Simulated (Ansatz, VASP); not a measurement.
BN: VASP beside Ansatz

```xyz
4
Lattice="2.5797 0.0000 0.0000 -1.2898 2.1550 0.0000 0.0000 0.0000 6.0192" Properties=species:S:1:pos:R:3 pbc="T T T"
B     0.0000    1.4367    1.5048
B     1.2898    0.7183    4.5144
N     0.0000    1.4367    4.5144
N     1.2898    0.7183    1.5048
```

Change from the starting cell: normal strain along x +0.0367, normal strain along z -0.0733.

Alike in both runs: task relaxation of the atoms; functional LDA; k mesh 12 × 12 × 4; occupations gaussian, width 0.05 eV; no spin polarisation.

|  | VASP | Ansatz |
| --- | --- | --- |
| version | VASP 6.6.1 | Ansatz 0.2.0 |
| potentials or method | VASP PAW LDA potentials, release 64 (B, N), cutoff 520 eV | scalar-relativistic, plane waves, PAW |
| valence electrons in the cell | 16 | 16 |

```csv
,VASP,Ansatz,Ansatz less VASP
"gap on the k mesh at the Fermi level, each at its own relaxed structure (eV)",3.72,3.79,+0.068
```

Ansatz warns that its potentials were made for another functional, while VASP's fit it. LDA's correlation is that of Perdew and Zunger in VASP and of Perdew and Wang (1992) in Ansatz. Ansatz's warnings: stress scf threshold loose.
